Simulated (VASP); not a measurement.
# NiF4 (Cmmm) in VASP: single point with PBE

Aim: the single point of NiF4 with PBE.

Everything below comes from runs of VASP 6.6.1. Logs are shortened: lines on timing, memory, paths and dates and some standing lists are left out, and cuts for length are marked.

### Step 1. The cell of the first run

The structure is orthorhombic, space group Cmmm (No. 65). Conventional cell: a = 5.777 Å, b = 8.066 Å, c = 2.922 Å, α = 90.00°, β = 90.00°, γ = 90.00°. Ni (site symmetry mmm) has 6 F at 1.74 to 1.90 Å within 2.3 Å. Within 2.3 Å of F (site symmetry m2m) lie 1 Ni at 1.74 Å. Within 2.5 Å of F (site symmetry 2mm) lie 2 Ni at 1.90 Å and 1 F at 2.42 Å.

### Step 2. Single point, PBE, collinear spin (volume scaled by 0.91, then relaxed in part)

INCAR

```
SYSTEM = NiF4
PREC = Accurate ; ENCUT = 600
EDIFF = 1E-6 ; ISMEAR = 0
SIGMA = 0.1 ; LREAL = .FALSE.
LASPH = .TRUE. ; NELM = 200
ALGO = Normal ; ISIF = 2
LWAVE = .FALSE. ; LCHARG = .FALSE.
ISPIN = 2 ; MAGMOM = 0.76 0.17 0.17 0 0
LORBIT = 11 ; LMAXMIX = 4
GGA = PE ; NBANDS = 31
GGA_COMPAT = .FALSE.
```

KPOINTS

```
Automatic mesh
0
G
  6 6 10
  0 0 0
```

POSCAR

```
NiF4
1.0
    2.8885295428     -4.0328463216      0.0000000000
    2.8885295428      4.0328463216      0.0000000000
    0.0000000000      0.0000000000      2.9220798769
Ni F
1 4
Direct
    0.0000000000      0.0000000000      0.0000000000
    0.7841664491      0.2158335509      0.0000000000
    0.2158335509      0.7841664491      0.0000000000
    0.2096049092      0.2096049092      0.5000000000
    0.7903950908      0.7903950908      0.5000000000
```

Potentials or basis: VASP PAW PBE potentials, release 64 (Ni, F).

The run is started by

```sh
$ cat potpaw_PBE.64/Ni/POTCAR potpaw_PBE.64/F/POTCAR > POTCAR
$ mpirun -np 1 vasp_std > vasp.out
```

OUTCAR:

```text
SYSTEM = NiF4
   PREC = Accurate
   ENCUT = 600
   EDIFF = 1E-6
   ISMEAR = 0
   LREAL = .FALSE.
   LASPH = .TRUE.
   NELM = 200
   ISIF = 2
   ISPIN = 2
   LORBIT = 11
   GGA = PE

 ion  position               nearest neighbor table
   1  0.000  0.000  0.000-   2 1.74   3 1.74   4 1.90   5 1.90   4 1.90   5 1.90
   2  0.784  0.216  0.000-   1 1.74
   3  0.216  0.784  0.000-   1 1.74
   4  0.210  0.210  0.500-   1 1.90   1 1.90
   5  0.790  0.790  0.500-   1 1.90   1 1.90

  LATTYP: Found a base centered orthorhombic cell.
 ALAT       =     5.7770590856
 B/A-ratio  =     1.3961589320
 C/A-ratio  =     0.5058075110

  Lattice vectors:

 A1 = (   2.8885295428,  -4.0328463216,   0.0000000000)
 A2 = (   2.8885295428,   4.0328463216,   0.0000000000)
 A3 = (   0.0000000000,   0.0000000000,   2.9220798769)

Analysis of symmetry for initial positions (statically):
=====================================================================
 Subroutine PRICEL returns:
 Original cell was already a primitive cell.

 Routine SETGRP: Setting up the symmetry group for a
 base centered orthorhombic supercell.

 Subroutine GETGRP returns: Found  8 space group operations
 (whereof  8 operations were pure point group operations)
 out of a pool of  8 trial point group operations.

The static configuration has the point symmetry D_2h.

Analysis of symmetry for dynamics (positions and initial velocities):
=====================================================================
 Subroutine PRICEL returns:
 Original cell was already a primitive cell.

 Routine SETGRP: Setting up the symmetry group for a
 base centered orthorhombic supercell.

 Subroutine GETGRP returns: Found  8 space group operations
 (whereof  8 operations were pure point group operations)
 out of a pool of  8 trial point group operations.

The dynamic configuration has the point symmetry D_2h.

Analysis of structural, dynamic, and magnetic symmetry:
=====================================================================
 Subroutine PRICEL returns:
 Original cell was already a primitive cell.

 Routine SETGRP: Setting up the symmetry group for a
 base centered orthorhombic supercell.

 Subroutine GETGRP returns: Found  8 space group operations
 (whereof  8 operations were pure point group operations)
 out of a pool of  8 trial point group operations.

The overall configuration has the point symmetry D_2h.

 Subroutine INISYM returns: Found  8 space group operations
 (whereof  8 operations are pure point group operations),
 and found     1 'primitive' translations

----------------------------------------------------------------------------------------

                                     Primitive cell

[... 127 lines left out ...]
 spin polarized calculation
 Gauss-broadening in eV      SIGMA  =   0.10
  energy-cutoff  :      600.00
  volume of cell :       68.08
 maximum number of plane-waves:      2299
   NGX = 19   NGY = 19   NGZ = 11

 number of electron      38.0000000 magnetization       1.1000000

 number of electron      37.9999983 magnetization      -1.2236676

 Free energy of the ion-electron system (eV)
  ---------------------------------------------------
  ext. energy  EPLUGINS =         0.00000000
  ---------------------------------------------------
  free energy    TOTEN  =       -19.00919709 eV

  energy without entropy =      -18.98422581  energy(sigma->0) =      -18.99671145

 E-fermi :  -2.5330     XC(G=0):  -8.7937

 val. band max:       -2.5336597617   @ k =  -0.3333   0.1667   0.4000
 cond. band min:      -2.5307593478   @ k =   0.0000   0.0000   0.2000
 fundamental gap:      0.0029004139
 Fermi energy:        -2.5329654303

 spin component 1

 k-point     1 :       0.0000    0.0000    0.0000
  band No.  band energies     occupation
      1     -24.7968      1.00000
      2     -23.9928      1.00000
      3     -23.3292      1.00000
      4     -23.1600      1.00000
      5      -7.8805      1.00000
      6      -7.4911      1.00000
[... 805 lines left out ...]
     30      18.3183      0.00000
     31      18.6855      0.00000

 [... further k-points ...]

 spin component 2

 k-point     1 :       0.0000    0.0000    0.0000
  band No.  band energies     occupation
      1     -24.9700      1.00000
      2     -24.1552      1.00000
      3     -23.6164      1.00000
      4     -23.4641      1.00000
      5      -8.1200      1.00000
      6      -8.1196      1.00000
[... 805 lines left out ...]
     30      18.2468      0.00000
     31      18.5968      0.00000

 [... further k-points ...]
[... 5 lines left out ...]
  --------------------------------------------------------------------------------------
  -------------------------------------------------------------------------------------
  Total        0.0898947      0.5222524      0.1798264     -0.0000000      0.0000000      0.0000000
  in kB        2.1156019     12.2908083      4.2320750     -0.0000000      0.0000000      0.0000000
  external PRESSURE =       6.2128284 kB  Pullay stress =       0.0000000 kB

 VOLUME and BASIS-vectors are now :
 -----------------------------------------------------------------------------
  energy-cutoff  :      600.00
  volume of cell :       68.08
      direct lattice vectors                 reciprocal lattice vectors
     2.888529543 -4.032846322  0.000000000     0.173098455 -0.123981913  0.000000000
     2.888529543  4.032846322  0.000000000     0.173098455  0.123981913  0.000000000
     0.000000000  0.000000000  2.922079877     0.000000000  0.000000000  0.342221993

 POSITION                                       TOTAL-FORCE (eV/Angst)
 -----------------------------------------------------------------------------------
      0.00000      0.00000      0.00000         0.000000      0.000000     -0.000000
      2.88853     -2.29200      0.00000         0.000000      0.163383     -0.000000
      2.88853      2.29200      0.00000         0.000000     -0.163383      0.000000
      1.21090      0.00000      1.46104         0.062072      0.000000     -0.000000
      4.56616      0.00000      1.46104        -0.062072      0.000000     -0.000000
 -----------------------------------------------------------------------------------
    total drift:                               -0.000000     -0.000000      0.000000

  FREE ENERGIE OF THE ION-ELECTRON SYSTEM (eV)
  ---------------------------------------------------
  free  energy   TOTEN  =       -19.0091970881 eV

  energy  without entropy=      -18.9842258103  energy(sigma->0) =      -18.99671145

 total charge

# of ion       s       p       d       tot
------------------------------------------
    1        0.436   0.714   8.064   9.214
    2        1.748   4.233   0.000   5.981
    3        1.748   4.233   0.000   5.981
    4        1.745   4.267   0.000   6.012
    5        1.745   4.267   0.000   6.012
--------------------------------------------------
tot          7.421  17.714   8.064  33.199

 magnetization (x)

# of ion       s       p       d       tot
------------------------------------------
    1        0.002   0.003  -0.677  -0.672
    2       -0.001  -0.162   0.000  -0.163
    3       -0.001  -0.162   0.000  -0.163
    4       -0.002  -0.076   0.000  -0.078
    5       -0.002  -0.076   0.000  -0.078
--------------------------------------------------
tot         -0.005  -0.473  -0.677  -1.155
```

It took 14 min on 1 thread of Intel Xeon 8259CL, shared host; peak memory 0.41 GiB.

Results:

* Free energy: -19.0092 eV
* Pressure: 0.6 GPa
* Largest force: 0.163 eV/Å
* Net moment: -1.22 μB per cell
* Site moments: Ni -0.67; F -0.16, -0.08 μB
* Valence electrons inside the program's atomic spheres: Ni 9.21; F 5.98, 6.01

Forces on the atoms (eV/Å):
```
Ni   0.000  0.000  0.000
F    0.000  0.163  0.000
F    0.000 -0.163  0.000
F    0.062  0.000  0.000
F   -0.062  0.000  0.000
```

Caveat: a cell with one magnetic atom can't hold antiferromagnetic order, which such compounds often take; semilocal functionals often make such compounds metallic where correlation or magnetic order opens a gap, which also shifts bond lengths.
